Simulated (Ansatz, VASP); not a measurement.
CaSe: VASP beside Ansatz

```
CELL_PARAMETERS angstrom
0.00000 2.96753 2.96753
2.96753 0.00000 2.96753
2.96753 2.96753 0.00000
ATOMIC_POSITIONS crystal
Ca 0.00000 0.00000 0.00000
Se 0.50000 0.50000 0.50000
```

Alike in both runs: task single point; functional r2SCAN; k mesh 6 × 6 × 6; no spin polarisation.

|  | VASP | Ansatz |
| --- | --- | --- |
| version | VASP 6.6.1 | Ansatz 0.2.0 |
| potentials or method | VASP PAW PBE potentials, release 64 (Ca_sv, Se) | plane waves |
| plane-wave cutoff (eV) | 550 | 500 |
| occupations | gaussian, width 0.01 eV | fixed |
| valence electrons in the cell | 16 | 26 |

|  | VASP | Ansatz | Ansatz less VASP |
| --- | --- | --- | --- |
| gap on the k mesh at the Fermi level (eV) | 2.52 | 2.52 | +0.001 |
| pressure (GPa) | 0.3 | 0.0 | -0.26 |

VASP's potentials were made for PBE, not for r2SCAN. VASP's potentials hold 16 valence electrons a cell and Ansatz's 26, so a difference there can come from the potentials and not from the codes.
